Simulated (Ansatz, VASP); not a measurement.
**One calculation of Ca, two programs**

INCAR

```
PREC = Accurate
ENCUT = 600
EDIFF = 1E-6
ISMEAR = -1
SIGMA = 0.1
LREAL = F
LASPH = T
NELM = 100
ALGO = Normal
ISIF = 3
LWAVE = F
LCHARG = F
GGA = RP
IBRION = 2
NSW = 80
EDIFFG = -0.01
```

Contents of KPOINTS:

```
Automatic mesh
0
Gamma
  10 10 10
```

POSCAR

```
Ca
1.0
    0.0000000000      2.7942000000      2.7942000000
    2.7942000000      0.0000000000      2.7942000000
    2.7942000000      2.7942000000      0.0000000000
Ca
1
Direct
    0.0000000000      0.0000000000      0.0000000000
```

Input for Ansatz:

```yaml
crystal:
  lattice:
    - [0.0, 2.7942, 2.7942]
    - [2.7942, 0.0, 2.7942]
    - [2.7942, 2.7942, 0.0]
  atoms:
    - { symbol: Ca, position: [0.0, 0.0, 0.0] }
hamiltonian:
  xc: rpbe
  pseudopotentials:
    kind: paw
    azcp:
      Ca: "pseudopotentials/Ca.paw.azcp"
basis:
  ecutwfc: 420
  fft_grid_basis: typed
kpoints:
  mp_grid: { grid: [10, 10, 10], shift: [0, 0, 0] }
magnetization:
  spin_polarized: false
scf:
  occupations: { method: fermi_dirac, width: 0.1 }
relax:
  max_steps: 60
  f_tol: 0.01
  cell: {}
```

Alike in both runs: task relaxation of cell and atoms; functional RPBE; k mesh 10 × 10 × 10; occupations fermi-dirac, width 0.1 eV; no spin polarisation.

|  | VASP | Ansatz |
| --- | --- | --- |
| version | VASP 6.6.1 | Ansatz 0.2.0 |
| potentials or method | VASP PAW PBE potentials, release 64 (Ca_sv), cutoff 600 eV | plane waves (420 eV) with PAW, scalar-relativistic |
| valence electrons in the cell | 10 | 10 |

|  | VASP | Ansatz | Ansatz less VASP |
| --- | --- | --- | --- |
| relaxed volume (Å³/atom) | 44.52 | 44.42 | -0.100 |
| relaxed length of the cell vector where the two differ most in proportion (Å) | 3.978 | 3.975 | -0.0030 |

VASP's potentials were made for PBE, not for RPBE.
